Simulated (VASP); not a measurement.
Wanted: the native input for a VASP 6.6.1 run.

| Property | Result |
| --- | --- |
| Task | single point |
| Functional | PBEsol |
| Potentials or basis | VASP PAW PBE potentials, release 64 (Hg, Te) |
| Cutoff | 520 eV |
| k mesh | 10 × 10 × 10 |
| Occupations | gaussian, width 0.15 eV |
| Spin | no spin polarisation |
| Dipole correction | no |
| Further INCAR settings | ALGO = Fast; EDIFF = 1e-06; NBANDS = 46 |

The structure of HgTe lies in POSCAR:

```
HgTe
1.0
    6.0063005223      0.0000000000      0.0000000000
    0.0000000000     -6.0063005223      0.0000000000
    0.0000000000      0.0000000000     -6.0063005223
Hg Te
4 4
Direct
    0.0000000000      1.0000000000      0.9733613063
    0.5000000000      0.5000000000      1.0000000000
    0.5000000000      1.0000000000      0.5000000000
    0.0000000000      0.5000000000      0.5000000000
    0.5000000000      0.0000000000      0.0000000000
    0.0000000000      0.5000000000      0.0000000000
    0.0000000000      0.0000000000      0.5000000000
    0.5000000000      0.5000000000      0.5000000000
```

This cell differs from its parent crystal: atom 1 (Hg) moved +0.160 Å along Cartesian [0 0 1].

The input as run:

INCAR

```
SYSTEM = HgTe
  PREC = Accurate
  ENCUT = 520
  EDIFF = 1E-6
  ISMEAR = 0
  SIGMA = 0.15
  LREAL = .False.
  LASPH = .True.
  NELM = 60
  ALGO = Fast
  ISIF = 2
  LWAVE = .False.
  LCHARG = .False.
  GGA = PS
  NBANDS = 46
```

KPOINTS

```
regular mesh
0
Gamma
  10 10 10
  0 0 0
```

Potentials or basis: VASP PAW PBE potentials, release 64 (Hg, Te).

The run is started by

```console
$ cat potpaw_PBE.64/Hg/POTCAR potpaw_PBE.64/Te/POTCAR > POTCAR
$ mpirun -np 1 vasp_std > vasp.out
```

It gave:

```json
{
 "Pressure": "0.2 GPa",
 "Largest force": "0.491 eV/Å",
 "Band gap on the k mesh": "zero (bands 36 and 37 overlap by 1.90 eV)"
}
```

Caveat: the cell differs from its parent crystal (atom 1 (Hg) moved +0.160 Å along Cartesian [0 0 1]); the PAW data sets were made with another functional, which shifts forces and pressure a little; spin-orbit coupling is left out, which moves the levels of the heavy elements.

Run time: 28 min on 1 thread of Oxide Virtual Turin-like Processor, on a shared host, peak memory 0.97 GiB.
